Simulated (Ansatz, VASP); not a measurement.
Given: the input of a run of VASP 6.6.1 on Hf.

File INCAR:

```
SYSTEM = Hf
PREC = Accurate ; ENCUT = 600
EDIFF = 1E-6 ; ISMEAR = -1
SIGMA = 0.05 ; LREAL = .FALSE.
LASPH = .TRUE. ; NELM = 100
ALGO = Normal ; ISIF = 3
LWAVE = .FALSE. ; LCHARG = .FALSE.
GGA = B5 ; ALDAX = 1.0
AGGAX = 1.0 ; AGGAC = 1.0
ALDAC = 0.0 ; IVDW = 12
VDW_S6 = 1.0 ; VDW_S8 = 2.6996
VDW_A1 = 0.4298 ; VDW_A2 = 4.2359
IBRION = 2 ; NSW = 80
EDIFFG = -0.01
```

File KPOINTS:

```
Automatic mesh
0
G
  10 10 5
  0 0 0
```

POSCAR

```
Hf
1.0
    3.1967000000      0.0000000000      0.0000000000
   -1.5983500000      2.7684234083      0.0000000000
    0.0000000000      0.0000000000      5.0578000000
Hf
2
Direct
    0.6666666667      0.3333333333      0.7500000000
    0.3333333333      0.6666666667      0.2500000000
```

Potentials or basis: VASP PAW PBE potentials, release 64 (Hf_pv).

The run is started by

```bash
$ cat potpaw_PBE.64/Hf_pv/POTCAR > POTCAR
$ mpirun -np 1 vasp_std > vasp.out
```

Set up the same calculation for Ansatz 0.2.0. Potentials there: all-electron LAPW, scalar-relativistic.

As run (the cutoff follows the program's own potentials):

File input.yaml:

```yaml
crystal:
  lattice:
    - [3.1967, 0.0, 0.0]
    - [-1.59835, 2.7684234083, 0.0]
    - [0.0, 0.0, 5.0578]
  atoms:
    - { symbol: Hf, position: [0.6666666667, 0.3333333333, 0.75] }
    - { symbol: Hf, position: [0.3333333333, 0.6666666667, 0.25] }
kpoints:
  mp_grid: { grid: [10, 10, 5] }
scf:
  occupations: { method: fermi_dirac, width: 0.05 }
hamiltonian:
  xc: blyp
  dispersion: d3bj
  pseudopotentials: { kind: all_electron, lapw: { basis_error: 0.001 } }
output:
  forces: true
  stress: true
relax:
  f_tol: 0.01
  max_steps: 60
  cell: {}
```

Potentials or basis: all-electron LAPW, scalar-relativistic.

Run with:

```sh
$ ansatz run input.yaml --threads 1 --pin off --max-ram 3072MiB --backend cpu --events-out ev --progress --plain --runs-dir out
```

Both were run:

|  | VASP | Ansatz | Ansatz less VASP |
| --- | --- | --- | --- |
| relaxed volume (Å³/atom) | 21.33 | 21.32 | -0.003 |
| relaxed cell length with the largest relative difference (Å) | 4.974 | 4.977 | +0.0027 |

VASP's potentials were made for PBE, not for BLYP. Ansatz ran all-electron here, and VASP with PAW potentials.

Neither program's run includes spin-orbit coupling.
